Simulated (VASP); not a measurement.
# AlN (P6_3mc) in VASP: a series of runs

Aim: see how the results for AlN move with the level of theory and the settings. Levels: BLYP, r2SCAN. Tasks: single point.

Program: VASP 6.6.1. These are calculated values, not measurements. Logs are shortened: lines on timing, memory, paths and dates and some standing lists are left out, and cuts for length are marked.

## (1) The cell of the first run

Symmetry: P6_3mc, No. 186, hexagonal system. Conventional cell: a = 3.113 Å, b = 3.113 Å, c = 4.981 Å, α = 90.00°, β = 90.00°, γ = 120.00°. Al (site symmetry 3m) has 4 N at 1.89 Å within 2.5 Å. Within 2.5 Å of N (site symmetry 3m) lie 4 Al at 1.89 Å.

## (2) Single point, BLYP

Input file INCAR:

```
SYSTEM = AlN
PREC = Accurate
ENCUT = 600
EDIFF = 1E-6
ISMEAR = 0
SIGMA = 0.01
LREAL = .FALSE.
LASPH = .TRUE.
NELM = 120
ALGO = Normal
ISIF = 2
LWAVE = .FALSE.
LCHARG = .TRUE.
GGA = B5
ALDAX = 1.0
AGGAX = 1.0
AGGAC = 1.0
ALDAC = 0.0
LELF = .TRUE.
LVHAR = .TRUE.
NBANDS = 16
GGA_COMPAT = .FALSE.
```

Input file KPOINTS:

```
regular mesh
0
G
  7 7 4
  0 0 0
```

Input file POSCAR:

```
AlN
1.0
    3.1130000000      0.0000000000      0.0000000000
   -1.5565000000      2.6959370820      0.0000000000
    0.0000000000      0.0000000000      4.9810000000
Al N
2 2
Direct
    0.3333333333      0.6666666667      0.0000000000
    0.6666666667      0.3333333333      0.5000000000
    0.3333333333      0.6666666667      0.3800000000
    0.6666666667      0.3333333333      0.8800000000
```

Potentials or basis: VASP PAW PBE potentials, release 64 (Al, N).

The run is started by

```console
cat potpaw_PBE.64/Al/POTCAR potpaw_PBE.64/N/POTCAR > POTCAR
mpirun -np 1 vasp_std > vasp.out
```

OUTCAR:

```text
SYSTEM = AlN
   PREC = Accurate
   ENCUT = 600
   EDIFF = 1E-6
   ISMEAR = 0
   LREAL = .FALSE.
   LASPH = .TRUE.
   NELM = 120
   ISIF = 2
   GGA = B5

 ion  position               nearest neighbor table
   1  0.333  0.667  0.000-   3 1.89   4 1.89   4 1.89   4 1.89   2 3.07   2 3.07   2 3.07   2 3.07
                             2 3.07   2 3.07
   2  0.667  0.333  0.500-   4 1.89   3 1.89   3 1.89   3 1.89   1 3.07   1 3.07   1 3.07   1 3.07
                             1 3.07   1 3.07
   3  0.333  0.667  0.380-   1 1.89   2 1.89   2 1.89   2 1.89
   4  0.667  0.333  0.880-   2 1.89   1 1.89   1 1.89   1 1.89

  LATTYP: Found a hexagonal cell.
 ALAT       =     3.1130000000
 C/A-ratio  =     1.6000642467

  Lattice vectors:

 A1 = (   3.1130000000,   0.0000000000,   0.0000000000)
 A2 = (  -1.5565000000,   2.6959370820,   0.0000000000)
 A3 = (   0.0000000000,   0.0000000000,   4.9810000000)

Analysis of symmetry for initial positions (statically):
=====================================================================
 Subroutine PRICEL returns:
 Original cell was already a primitive cell.

 Routine SETGRP: Setting up the symmetry group for a
 hexagonal supercell.

 Subroutine GETGRP returns: Found 12 space group operations
 (whereof  6 operations were pure point group operations)
 out of a pool of 24 trial point group operations.

The static configuration has the point symmetry C_3v.
 The point group associated with its full space group is C_6v.

Analysis of symmetry for dynamics (positions and initial velocities):
=====================================================================
 Subroutine PRICEL returns:
 Original cell was already a primitive cell.

 Routine SETGRP: Setting up the symmetry group for a
 hexagonal supercell.

 Subroutine GETGRP returns: Found 12 space group operations
 (whereof  6 operations were pure point group operations)
 out of a pool of 24 trial point group operations.

The dynamic configuration has the point symmetry C_3v.
 The point group associated with its full space group is C_6v.

 Subroutine INISYM returns: Found 12 space group operations
 (whereof  6 operations are pure point group operations),
 and found     1 'primitive' translations

----------------------------------------------------------------------------------------

                                     Primitive cell

  volume of cell :      41.8028

  direct lattice vectors                    reciprocal lattice vectors
     3.113000000  0.000000000  0.000000000     0.321233537  0.185464269  0.000000000
    -1.556500000  2.695937082  0.000000000     0.000000000  0.370928538  0.000000000
     0.000000000  0.000000000  4.981000000     0.000000000  0.000000000  0.200762899

  length of vectors
     3.113000000  3.113000000  4.981000000     0.370928538  0.370928538  0.200762899

  position of ions in fractional coordinates (direct lattice)
     0.333333333  0.666666667  0.000000000
     0.666666667  0.333333333  0.500000000
     0.333333333  0.666666667  0.380000000
     0.666666667  0.333333333  0.880000000

  ion indices of the primitive-cell ions
   primitive index   ion index
                 1           1
                 2           2
                 3           3
                 4           4

----------------------------------------------------------------------------------------

 KPOINTS: regular mesh

Automatic generation of k-mesh.
 Grid dimensions read from file:
 generate k-points for:    7    7    4

 Generating k-lattice:

  Cartesian coordinates                     Fractional coordinates (reciprocal lattice)
     0.045890505  0.026494896  0.000000000     0.142857143  0.000000000  0.000000000
     0.000000000  0.052989791  0.000000000     0.000000000  0.142857143  0.000000000
     0.000000000  0.000000000  0.050190725     0.000000000  0.000000000  0.250000000

  Length of vectors
     0.052989791  0.052989791  0.050190725

  Shift w.r.t. Gamma in fractional coordinates (k-lattice)
     0.000000000  0.000000000  0.000000000

 Subroutine IBZKPT returns following result:
 ===========================================

 Found     24 irreducible k-points:

 Following reciprocal coordinates:
            Coordinates               Weight
  0.000000  0.000000  0.000000      1.000000
  0.142857  0.000000  0.000000      6.000000
  0.285714  0.000000  0.000000      6.000000
  0.428571  0.000000  0.000000      6.000000
  0.142857  0.142857  0.000000      6.000000
  0.285714  0.142857  0.000000     12.000000
[... 16 lines left out ...]
  0.428571  0.142857  0.500000      6.000000
  0.285714  0.285714  0.500000      6.000000
   k-points           NKPTS =     24   k-points in BZ     NKDIM =     24   number of bands    NBANDS=     16
   number of dos      NEDOS =    301   number of ions     NIONS =      4
   total plane-waves  NPLWV =  31360
   dimension x,y,z NGX =    28 NGY =   28 NGZ =   40
   dimension x,y,z NGXF=    56 NGYF=   56 NGZF=   80
   ions per type =               2   2
   NGX,Y,Z   is equivalent  to a cutoff of  14.95, 14.95, 13.35 a.u.
   NGXF,Y,Z  is equivalent  to a cutoff of  29.91, 29.91, 26.70 a.u.
 SYSTEM =  AlN
   PREC   = accura    normal or accurate (medium, high low for compatibility)
   ISTART =      0    job   : 0-new  1-cont  2-samecut
   ICHARG =      2    charge: 1-file 2-atom 10-const
   ISPIN  =      1    spin polarized calculation?
   LNONCOLLINEAR =      F non collinear calculations
   LSORBIT =      F    spin-orbit coupling
   LASPH  =      T    aspherical Exc in radial PAW
   ENCUT  =  600.0 eV  44.10 Ry    6.64 a.u.   6.22  6.22  9.95*2*pi/ulx,y,z
   NELM   =    120;   NELMIN=  2; NELMDL= -5     # of ELM steps
   EDIFF  = 0.1E-05   stopping-criterion for ELM
   LREAL  =      F    real-space projection
[... 7 lines left out ...]
   TEBEG  =    0.0;   TEEND  =   0.0 temperature during run
   PSTRESS=    0.0 pullay stress
   NELECT =      16.0000    total number of electrons
   NUPDOWN=      -1.0000    fix difference up-down
   EMIN   =  10.00;   EMAX   =-10.00  energy-range for DOS
   EFERMI =   0.00;   METHOD = LEGACY
   ISMEAR =     0;   SIGMA  =   0.01  broadening in eV -4-tet -1-fermi 0-gaus
   EFERMI_NEDOS =   21; number of points for ismear=-14 and -15
   IALGO  =     38    algorithm
   IMIX   =      4    mixing-type and parameters
     AMIX     =   0.40;   BMIX     =  1.00
     AMIX_MAG =   1.60;   BMIX_MAG =  1.00
  volume/ion in A,a.u.               =      10.45        70.52
  Fermi-wavevector in a.u.,A,eV,Ry     =   1.188629  2.246183 19.222843  1.412839
  Thomas-Fermi vector in A             =   2.324754
   LORBIT       =      0    0 simple, 1 ext, 2 COOP (PROOUT), +10 PAW based schemes
   GGA     = B5    functional components
   LHFCALC =     F    Hartree Fock is set to
   AEXX    =    0.0000 exact exchange contribution
   IVDW    =     0    specifies the selected vdW correction
   LEPSILON=     F    determine dielectric tensor
   LRPA    =     F    only Hartree local field effects (RPA)
 non-spin polarized calculation
 Gauss-broadening in eV      SIGMA  =   0.01
  energy-cutoff  :      600.00
  volume of cell :       41.80
 maximum number of plane-waves:      1412
 NGX is ok and might be reduce to    28
   NGX = 13   NGY = 13   NGZ = 19

 number of electron      16.0000000 magnetization

 Free energy of the ion-electron system (eV)
  ---------------------------------------------------
  ext. energy  EPLUGINS =         0.00000000
  ---------------------------------------------------
  free energy    TOTEN  =       -27.85224564 eV

  energy without entropy =      -27.85224564  energy(sigma->0) =      -27.85224564

 E-fermi :   6.6042     XC(G=0): -10.2798

 val. band max:        6.5209632249   @ k =   0.0000   0.0000   0.0000
 cond. band min:      11.0246955717   @ k =   0.0000   0.0000   0.0000
 fundamental gap:      4.5037323468
 Fermi energy:         6.6041906557

 k-point     1 :       0.0000    0.0000    0.0000
  band No.  band energies     occupation
      1      -8.5339      2.00000
      2      -6.4182      2.00000
      3       0.6790      2.00000
      4       5.6994      2.00000
      5       5.6994      2.00000
      6       6.3440      2.00000
[... 8 lines left out ...]
     15      19.7423      0.00000
     16      19.7423      0.00000

 k-point     2 :       0.1429    0.0000    0.0000
  band No.  band energies     occupation
      1      -8.2804      2.00000
      2      -6.2789      2.00000
      3       0.9798      2.00000
      4       4.6341      2.00000
      5       5.3618      2.00000
      6       5.4012      2.00000
[... 8 lines left out ...]
     15      19.3566      0.00000
     16      19.6250      0.00000

 k-point     3 :       0.2857    0.0000    0.0000
  band No.  band energies     occupation
      1      -7.5941      2.00000
      2      -5.9822      2.00000
      3       1.8255      2.00000
      4       2.7111      2.00000
      5       3.7609      2.00000
      6       4.8811      2.00000
[... 8 lines left out ...]
     15      18.7011      0.00000
     16      20.4286      0.00000

 k-point     4 :       0.4286    0.0000    0.0000
  band No.  band energies     occupation
      1      -6.7819      2.00000
      2      -5.8760      2.00000
      3       1.3957      2.00000
      4       2.6132      2.00000
      5       2.9738      2.00000
      6       4.5389      2.00000
[... 8 lines left out ...]
     15      19.3780      0.00000
     16      21.9097      0.00000
[... 324 lines left out ...]
 k-point    22 :       0.2857    0.1429    0.5000
  band No.  band energies     occupation
      1      -6.4678      2.00000
      2      -6.4678      2.00000
      3       1.7595      2.00000
      4       1.7595      2.00000
      5       4.3675      2.00000
      6       4.3675      2.00000
[... 8 lines left out ...]
     15      19.8980      0.00000
     16      19.8980      0.00000

 k-point    23 :       0.4286    0.1429    0.5000
  band No.  band energies     occupation
      1      -6.1630      2.00000
      2      -6.1630      2.00000
      3       1.2549      2.00000
      4       1.2549      2.00000
      5       4.0895      2.00000
      6       4.0895      2.00000
[... 8 lines left out ...]
     15      20.3392      0.00000
     16      20.3392      0.00000

 k-point    24 :       0.2857    0.2857    0.5000
  band No.  band energies     occupation
      1      -6.1006      2.00000
      2      -6.1006      2.00000
      3       1.6688      2.00000
      4       1.6688      2.00000
      5       3.1683      2.00000
      6       3.1683      2.00000
[... 8 lines left out ...]
     15      20.2564      0.00000
     16      20.2564      0.00000

------------------------ aborting loop because EDIFF is reached ----------------------------------------

  FORCE on cell =-STRESS in cart. coord.  units (eV):
  Direction    XX          YY          ZZ          XY          YZ          ZX
  --------------------------------------------------------------------------------------
  -------------------------------------------------------------------------------------
  Total        1.6162039      1.6162039      2.1726556      0.0000000      0.0000000      0.0000000
  in kB       61.9442949     61.9442949     83.2714358      0.0000000      0.0000000      0.0000000
  external PRESSURE =      69.0533419 kB  Pullay stress =       0.0000000 kB

 VOLUME and BASIS-vectors are now :
 -----------------------------------------------------------------------------
  energy-cutoff  :      600.00
  volume of cell :       41.80
      direct lattice vectors                 reciprocal lattice vectors
     3.113000000  0.000000000  0.000000000     0.321233537  0.185464269  0.000000000
    -1.556500000  2.695937082  0.000000000     0.000000000  0.370928538  0.000000000
     0.000000000  0.000000000  4.981000000     0.000000000  0.000000000  0.200762899

 POSITION                                       TOTAL-FORCE (eV/Angst)
 -----------------------------------------------------------------------------------
     -0.00000      1.79729      0.00000        -0.000000      0.000000     -0.115101
      1.55650      0.89865      2.49050        -0.000000     -0.000000     -0.115101
     -0.00000      1.79729      1.89278        -0.000000     -0.000000      0.115101
      1.55650      0.89865      4.38328         0.000000      0.000000      0.115101
 -----------------------------------------------------------------------------------
    total drift:                               -0.000000      0.000000      0.000471

  FREE ENERGIE OF THE ION-ELECTRON SYSTEM (eV)
  ---------------------------------------------------
  free  energy   TOTEN  =       -27.8522456358 eV

  energy  without entropy=      -27.8522456358  energy(sigma->0) =      -27.85224564
```

It took 24 s on 1 thread of AMD EPYC 7R13 (Zen 3), shared host; peak memory 0.14 GiB.

Results:

```
Free energy            : -27.8522 eV
Pressure               : 6.9 GPa
Largest force          : 0.115 eV/Å
Band gap on the k mesh : 4.50 eV
```

Forces in eV/Å, atoms in the order of the input:
```
Al   0.000  0.000 -0.115
Al   0.000  0.000 -0.115
N    0.000  0.000  0.115
N    0.000  0.000  0.115
```

Caveat: the cell stands under pressure; the PAW data sets were made with another functional, which shifts forces and pressure a little.

## (3) Single point, r2SCAN

POSCAR is that of step 2.

Input file INCAR.step1:

```
ALGO     = Normal         # electronic algorithm
EDIFF    = 1E-5           # SCF threshold, eV
ENCUT    = 660            # plane-wave cutoff, eV
GGA      = PE             # functional
GGA_COMPAT= False        
ISMEAR   = 0              # smearing method
LASPH    = True           # aspherical terms in the spheres
LCHARG   = False          # write CHGCAR
LREAL    = False          # projectors in reciprocal space
LWAVE    = True           # write WAVECAR
NBANDS   = 16             # bands
NELM     = 120            # most SCF steps
PREC     = Accurate       # precision mode
SIGMA    = 0.01           # smearing width, eV
```

Input file INCAR.step2:

```
ALGO     = Normal         # electronic algorithm
EDIFF    = 1E-6           # SCF threshold, eV
ENCUT    = 660            # plane-wave cutoff, eV
GGA_COMPAT= False        
ISIF     = 2              # what is computed and relaxed
ISMEAR   = 0              # smearing method
ISTART   = 1            
LASPH    = True           # aspherical terms in the spheres
LCHARG   = False          # write CHGCAR
LMIXTAU  = True         
LREAL    = False          # projectors in reciprocal space
LWAVE    = False          # write WAVECAR
METAGGA  = R2SCAN         # meta-GGA
NBANDS   = 16             # bands
NELM     = 120            # most SCF steps
PREC     = Accurate       # precision mode
SIGMA    = 0.01           # smearing width, eV
```

Input file KPOINTS:

```
k-points
0
Gamma
  7 7 4
```

Potentials or basis: VASP PAW PBE potentials, release 64 (Al, N).

The run is started by

```console
cat potpaw_PBE.64/Al/POTCAR potpaw_PBE.64/N/POTCAR > POTCAR
cp INCAR.step1 INCAR
mpirun -np 1 vasp_std > vasp.out
cp INCAR.step2 INCAR
mpirun -np 1 vasp_std > vasp.out
```

It took 73 s on 1 thread of AMD EPYC 7R13 (Zen 3), shared host; peak memory 0.15 GiB.

Results (log left out):

```yaml
Free_energy: -38.4521 eV
Pressure: -1.3 GPa
Largest_force: 0.122 eV/Å
Band_gap_on_the_k_mesh: 4.90 eV
```

Forces on the atoms (eV/Å):
```
Al   0.000  0.000 -0.122
Al   0.000  0.000 -0.122
N    0.000  0.000  0.122
N    0.000  0.000  0.122
```

Stress tensor (GPa, compression positive):
```
-1.88  0.00  0.00
 0.00 -1.88  0.00
 0.00  0.00 -0.09
```

Levels at points of the mesh, in eV from the valence-band top:
| k point | band 6 | band 7 | band 8 | band 9 | band 10 | band 11 |
| --- | --- | --- | --- | --- | --- | --- |
| (0.00, 0.00, 0.00) | -0.19 | -0.19 | 0.00 | 4.90 | 7.50 | 11.58 |
| (0.00, 0.00, 0.50) | -0.53 | -0.53 | -0.53 | 7.22 | 7.22 | 11.30 |

Caveat: the PAW data sets were made with another functional, which shifts forces and pressure a little. r2SCAN opens gaps a little over a GGA but as a rule still falls short of measured ones.
